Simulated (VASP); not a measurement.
# Tc (P6_3/mmc) in VASP: a series of runs

The runs below take Tc through single point, with PBEsol.

Everything below comes from runs of VASP 6.6.1. Logs are shortened: lines on timing, memory, paths and dates and some standing lists are left out, and cuts for length are marked.

## Step 1: The cell of the first run

It takes space group P6_3/mmc (No. 194, hexagonal). The conventional cell has a = 2.703 Å, b = 2.703 Å, c = 4.339 Å, α = 90.00°, β = 90.00°, γ = 120.00°. Within 3.5 Å of Tc (site symmetry -6m2) lie 12 Tc at 2.67 to 2.70 Å.

## Step 2: Single point, PBEsol

Contents of INCAR:

```
SYSTEM = Tc
  PREC = Accurate
  ENCUT = 520
  EDIFF = 1E-6
  ISMEAR = -1
  SIGMA = 0.05
  LREAL = .False.
  LASPH = .True.
  NELM = 80
  ALGO = Fast
  ISIF = 2
  LWAVE = .False.
  LCHARG = .False.
  GGA = PS
  NBANDS = 20
```

Contents of KPOINTS:

```
Automatic mesh
0
Gamma
  11 11 6
  0 0 0
```

Contents of POSCAR:

```
Tc
1.0
    2.7029684335      0.0000000000      0.0000000000
   -1.3514842167      2.3408393290      0.0000000000
    0.0000000000      0.0000000000      4.3385602812
Tc
2
Direct
    0.6666666667      0.3333333333      0.7500000000
    0.3333333333      0.6666666667      0.2500000000
```

Potentials or basis: VASP PAW PBE potentials, release 64 (Tc_pv).

Command:

```console
> cat potpaw_PBE.64/Tc_pv/POTCAR > POTCAR
> mpirun -np 1 vasp_std > vasp.out
```

OUTCAR:

```text
SYSTEM = Tc
   PREC = Accurate
   ENCUT = 520
   EDIFF = 1E-6
   ISMEAR = -1
   LREAL = .False.
   LASPH = .True.
   NELM = 80
   ISIF = 2
   GGA = PS

 ion  position               nearest neighbor table
   1  0.667  0.333  0.750-   2 2.67   2 2.67   2 2.67   2 2.67   2 2.67   2 2.67
   2  0.333  0.667  0.250-   1 2.67   1 2.67   1 2.67   1 2.67   1 2.67   1 2.67

  LATTYP: Found a hexagonal cell.
 ALAT       =     2.7029684335
 C/A-ratio  =     1.6051094890

  Lattice vectors:

 A1 = (   2.7029684335,   0.0000000000,   0.0000000000)
 A2 = (  -1.3514842167,   2.3408393290,   0.0000000000)
 A3 = (   0.0000000000,   0.0000000000,   4.3385602812)

Analysis of symmetry for initial positions (statically):
=====================================================================
 Subroutine PRICEL returns:
 Original cell was already a primitive cell.

 Routine SETGRP: Setting up the symmetry group for a
 hexagonal supercell.

 Subroutine GETGRP returns: Found 24 space group operations
 (whereof 12 operations were pure point group operations)
 out of a pool of 24 trial point group operations.

The static configuration has the point symmetry D_3d.
 The point group associated with its full space group is D_6h.

Analysis of symmetry for dynamics (positions and initial velocities):
=====================================================================
 Subroutine PRICEL returns:
 Original cell was already a primitive cell.

 Routine SETGRP: Setting up the symmetry group for a
 hexagonal supercell.

 Subroutine GETGRP returns: Found 24 space group operations
 (whereof 12 operations were pure point group operations)
 out of a pool of 24 trial point group operations.

The dynamic configuration has the point symmetry D_3d.
 The point group associated with its full space group is D_6h.

 Subroutine INISYM returns: Found 24 space group operations
 (whereof 12 operations are pure point group operations),
 and found     1 'primitive' translations

----------------------------------------------------------------------------------------

                                     Primitive cell

  volume of cell :      27.4510

  direct lattice vectors                    reciprocal lattice vectors
     2.702968434  0.000000000  0.000000000     0.369963625  0.213598598  0.000000000
    -1.351484217  2.340839329  0.000000000     0.000000000  0.427197197  0.000000000
     0.000000000  0.000000000  4.338560281     0.000000000  0.000000000  0.230491208

  length of vectors
     2.702968434  2.702968433  4.338560281     0.427197197  0.427197197  0.230491208

  position of ions in fractional coordinates (direct lattice)
     0.666666667  0.333333333  0.750000000
     0.333333333  0.666666667  0.250000000

  ion indices of the primitive-cell ions
   primitive index   ion index
                 1           1
                 2           2

----------------------------------------------------------------------------------------

 KPOINTS: Automatic mesh

Automatic generation of k-mesh.
 Grid dimensions read from file:
 generate k-points for:   11   11    6

 Generating k-lattice:

  Cartesian coordinates                     Fractional coordinates (reciprocal lattice)
     0.033633057  0.019418054  0.000000000     0.090909091  0.000000000  0.000000000
     0.000000000  0.038836109  0.000000000     0.000000000  0.090909091  0.000000000
     0.000000000  0.000000000  0.038415201     0.000000000  0.000000000  0.166666667

  Length of vectors
     0.038836109  0.038836109  0.038415201

  Shift w.r.t. Gamma in fractional coordinates (k-lattice)
     0.000000000  0.000000000  0.000000000

 Subroutine IBZKPT returns following result:
 ===========================================

 Found     64 irreducible k-points:

 Following reciprocal coordinates:
            Coordinates               Weight
  0.000000  0.000000  0.000000      1.000000
  0.090909  0.000000  0.000000      6.000000
  0.181818  0.000000  0.000000      6.000000
  0.272727  0.000000  0.000000      6.000000
  0.363636  0.000000  0.000000      6.000000
  0.454545  0.000000  0.000000      6.000000
[... 16 lines left out ...]
  0.090909  0.090909  0.166667     12.000000
  0.181818  0.090909  0.166667     24.000000
 [... further k-points ...]
   k-points           NKPTS =     64   k-points in BZ     NKDIM =     64   number of bands    NBANDS=     20
   number of dos      NEDOS =    301   number of ions     NIONS =      2
   total plane-waves  NPLWV =  12800
   dimension x,y,z NGX =    20 NGY =   20 NGZ =   32
   dimension x,y,z NGXF=    40 NGYF=   40 NGZF=   64
   ions per type =               2
   NGX,Y,Z   is equivalent  to a cutoff of  12.30, 12.30, 12.26 a.u.
   NGXF,Y,Z  is equivalent  to a cutoff of  24.60, 24.60, 24.52 a.u.
 SYSTEM =  Tc
   PREC   = accura    normal or accurate (medium, high low for compatibility)
   ISTART =      0    job   : 0-new  1-cont  2-samecut
   ICHARG =      2    charge: 1-file 2-atom 10-const
   ISPIN  =      1    spin polarized calculation?
   LNONCOLLINEAR =      F non collinear calculations
   LSORBIT =      F    spin-orbit coupling
   LASPH  =      T    aspherical Exc in radial PAW
   ENCUT  =  520.0 eV  38.22 Ry    6.18 a.u.   5.03  5.03  8.07*2*pi/ulx,y,z
   NELM   =     80;   NELMIN=  2; NELMDL= -5     # of ELM steps
   EDIFF  = 0.1E-05   stopping-criterion for ELM
   LREAL  =      F    real-space projection
   EDIFFG = 0.1E-04   stopping-criterion for IOM
   NSW    =      0    number of steps for IOM
   IBRION =     -1    ionic relax: 0-MD 1-quasi-New 2-CG
   NFREE  =      0    steps in history (QN), initial steepest desc. (CG)
   ISIF   =      2    stress and relaxation
   ISYM   =      2    0-nonsym 1-usesym 2-fastsym
   POTIM  = 0.5000    time-step for ionic-motion
   TEBEG  =    0.0;   TEEND  =   0.0 temperature during run
   PSTRESS=    0.0 pullay stress
   NELECT =      26.0000    total number of electrons
   NUPDOWN=      -1.0000    fix difference up-down
   EMIN   =  10.00;   EMAX   =-10.00  energy-range for DOS
   EFERMI =   0.00;   METHOD = LEGACY
   ISMEAR =    -1;   SIGMA  =   0.05  broadening in eV -4-tet -1-fermi 0-gaus
   EFERMI_NEDOS =   21; number of points for ismear=-14 and -15
   IALGO  =     68    algorithm
   IMIX   =      4    mixing-type and parameters
     AMIX     =   0.40;   BMIX     =  1.00
     AMIX_MAG =   1.60;   BMIX_MAG =  1.00
  volume/ion in A,a.u.               =      13.73        92.62
  Fermi-wavevector in a.u.,A,eV,Ry     =   1.607730  3.038170 35.168296  2.584797
  Thomas-Fermi vector in A             =   2.703712
   LORBIT       =      0    0 simple, 1 ext, 2 COOP (PROOUT), +10 PAW based schemes
   GGA     = PS    functional components
   LHFCALC =     F    Hartree Fock is set to
   AEXX    =    0.0000 exact exchange contribution
   IVDW    =     0    specifies the selected vdW correction
   LEPSILON=     F    determine dielectric tensor
   LRPA    =     F    only Hartree local field effects (RPA)
 non-spin polarized calculation
 RMM-DIIS sequential band-by-band and
  energy-cutoff  :      520.00
  volume of cell :       27.45
 maximum number of plane-waves:       764
 NGX is ok and might be reduce to    20
   NGX =  9   NGY =  9   NGZ = 17

 number of electron      26.0000009 magnetization

 Free energy of the ion-electron system (eV)
  ---------------------------------------------------
  ext. energy  EPLUGINS =         0.00000000
  ---------------------------------------------------
  free energy    TOTEN  =       -22.53191781 eV

  energy without entropy =      -22.51567371  energy(sigma->0) =      -22.52379576

 E-fermi :  13.2241     XC(G=0): -14.1885

 val. band max:       13.2218072897   @ k =   0.3636   0.2727   0.5000
 cond. band min:      13.2628772569   @ k =   0.3636   0.0000   0.1667
 fundamental gap:      0.0410699672
 Fermi energy:        13.2241085068

 k-point     1 :       0.0000    0.0000    0.0000
  band No.  band energies     occupation
      1     -26.2707      2.00000
      2     -24.9996      2.00000
      3     -24.9996      2.00000
      4     -24.7881      2.00000
      5     -24.7881      2.00000
      6     -24.7415      2.00000
[... 12 lines left out ...]
     19      24.8308      0.00000
     20      27.5470      0.00000

 k-point     2 :       0.0909    0.0000    0.0000
  band No.  band energies     occupation
      1     -26.2323      2.00000
      2     -25.0875      2.00000
      3     -25.0280      2.00000
      4     -24.8790      2.00000
      5     -24.8002      2.00000
      6     -24.7577      2.00000
[... 12 lines left out ...]
     19      24.7907      0.00000
     20      28.2061      0.00000

 k-point     3 :       0.1818    0.0000    0.0000
  band No.  band energies     occupation
      1     -26.1232      2.00000
      2     -25.3224      2.00000
      3     -25.1151      2.00000
      4     -25.1011      2.00000
      5     -24.8350      2.00000
      6     -24.8068      2.00000
[... 12 lines left out ...]
     19      24.5870      0.00000
     20      29.4591      0.00000

 k-point     4 :       0.2727    0.0000    0.0000
  band No.  band energies     occupation
      1     -25.9616      2.00000
      2     -25.6280      2.00000
      3     -25.4093      2.00000
      4     -25.1921      2.00000
      5     -24.8894      2.00000
      6     -24.8839      2.00000
[... 12 lines left out ...]
     19      24.2391      0.00000
     20      27.9395      0.00000

 k-point     5 :       0.3636    0.0000    0.0000
  band No.  band energies     occupation
      1     -25.9054      2.00000
      2     -25.7791      2.00000
      3     -25.6671      2.00000
      4     -25.2723      2.00000
      5     -24.9986      2.00000
      6     -24.9308      2.00000
[... 12 lines left out ...]
     19      24.5140      0.00000
     20      25.3343      0.00000
[... 353 lines left out ...]
      6     -24.9542      2.00000
[... 12 lines left out ...]
     19      25.3564      0.00000
     20      26.5210      0.00000

 k-point    22 :       0.4545    0.0000    0.1667
  band No.  band energies     occupation
      1     -26.1293      2.00000
      2     -25.8933      2.00000
      3     -25.5152      2.00000
      4     -25.2953      2.00000
      5     -25.0730      2.00000
      6     -24.9840      2.00000
[... 12 lines left out ...]
     19      24.8882      0.00000
     20      26.0247      0.00000

 k-point    23 :       0.0909    0.0909    0.1667
  band No.  band energies     occupation
      1     -26.0839      2.00000
      2     -25.2040      2.00000
      3     -25.1482      2.00000
      4     -25.0328      2.00000
      5     -24.8545      2.00000
      6     -24.8287      2.00000
[... 12 lines left out ...]
     19      25.8977      0.00000
     20      28.7306      0.00000

 k-point    24 :       0.1818    0.0909    0.1667
  band No.  band energies     occupation
      1     -25.9880      2.00000
      2     -25.4422      2.00000
      3     -25.3762      2.00000
      4     -25.1366      2.00000
      5     -24.9205      2.00000
      6     -24.8730      2.00000
[... 12 lines left out ...]
     19      25.8245      0.00000
     20      29.2545      0.00000

 [... further k-points ...]

------------------------ aborting loop because EDIFF is reached ----------------------------------------

  FORCE on cell =-STRESS in cart. coord.  units (eV):
  Direction    XX          YY          ZZ          XY          YZ          ZX
  --------------------------------------------------------------------------------------
  -------------------------------------------------------------------------------------
  Total        1.0460221      1.0460221      1.0333781      0.0000000      0.0000000      0.0000000
  in kB       61.0510613     61.0510613     60.3130939      0.0000000      0.0000000      0.0000000
  external PRESSURE =      60.8050721 kB  Pullay stress =       0.0000000 kB

 VOLUME and BASIS-vectors are now :
 -----------------------------------------------------------------------------
  energy-cutoff  :      520.00
  volume of cell :       27.45
      direct lattice vectors                 reciprocal lattice vectors
     2.702968434  0.000000000  0.000000000     0.369963625  0.213598598  0.000000000
    -1.351484217  2.340839329  0.000000000     0.000000000  0.427197197  0.000000000
     0.000000000  0.000000000  4.338560281     0.000000000  0.000000000  0.230491208

 POSITION                                       TOTAL-FORCE (eV/Angst)
 -----------------------------------------------------------------------------------
      1.35148      0.78028      3.25392         0.000000      0.000000      0.000000
     -0.00000      1.56056      1.08464        -0.000000      0.000000      0.000000
 -----------------------------------------------------------------------------------
    total drift:                               -0.000000      0.000000     -0.000000

  FREE ENERGIE OF THE ION-ELECTRON SYSTEM (eV)
  ---------------------------------------------------
  free  energy   TOTEN  =       -22.5319178076 eV

  energy  without entropy=      -22.5156737132  energy(sigma->0) =      -22.52379576
```

Wall time 23 s (1 thread of Intel Xeon Platinum 8559C (Emerald Rapids), shared host); peak memory 0.15 GiB.

Results:

```
Free energy            : -22.5319 eV
Pressure               : 6.1 GPa
Band gap on the k mesh : zero (band 13 reaches 14.75 eV, above the bottom of band 14 at 11.44 eV)
```

Caveat: the PAW data sets were made with another functional, which shifts forces and pressure a little.

## Step 3: Single point, PBEsol

This run uses another cell than the first one, of 14.01 Å³/atom, 1.021 times its volume.

Contents of INCAR:

```
  ALGO = Normal
  EDIFF = 1E-6
  ENCUT = 520
  GGA = PS
  ISIF = 2
  ISMEAR = -1
  LASPH = T
  LCHARG = T
  LELF = T
  LREAL = F
  LVHAR = T
  LWAVE = F
  NBANDS = 20
  NELM = 60
  PREC = Accurate
  SIGMA = 0.05
```

Contents of KPOINTS:

```
k-points
0
Gamma
  11 11 6
```

Contents of POSCAR:

```
Tc
1.0
    2.7216101842      0.0000000000      0.0000000000
   -1.3608050921      2.3569835587      0.0000000000
    0.0000000000      0.0000000000      4.3684823321
Tc
2
Direct
    0.6666666667      0.3333333333      0.7500000000
    0.3333333333      0.6666666667      0.2500000000
```

Potentials or basis: VASP PAW PBE potentials, release 64 (Tc_pv).

Command:

```console
> cat potpaw_PBE.64/Tc_pv/POTCAR > POTCAR
> mpirun -np 1 vasp_std > vasp.out
```

Run time: 16 s. Hardware: 1 thread of Intel Xeon Platinum 8559C (Emerald Rapids), shared host; peak memory 0.15 GiB.

The run converged. Its results:

* Free energy: -22.5415 eV
* Pressure: -1.0 GPa
* Band gap on the k mesh: zero (band 13 reaches 14.35 eV, above the bottom of band 14 at 11.13 eV)

Stress tensor (GPa, compression positive):
```
-0.93  0.00  0.00
 0.00 -0.93  0.00
 0.00  0.00 -1.03
```

Levels at points of the mesh, in eV from the Fermi level:
```
           k point  band 9  band 10  band 11  band 12  band 13  band 14  band 15  band 16  band 17  band 18
(0.00, 0.00, 0.00)   -1.60    -1.60    -1.53    -0.85    -0.85    -0.11    -0.11     1.71     2.64     2.64
(0.00, 0.00, 0.50)   -1.93    -1.93    -1.73    -1.73    -1.73    -1.73     1.95     1.95     1.95     1.95
```

Caveat: the PAW data sets were made with another functional, which shifts forces and pressure a little.

[end of part 1 of 2]
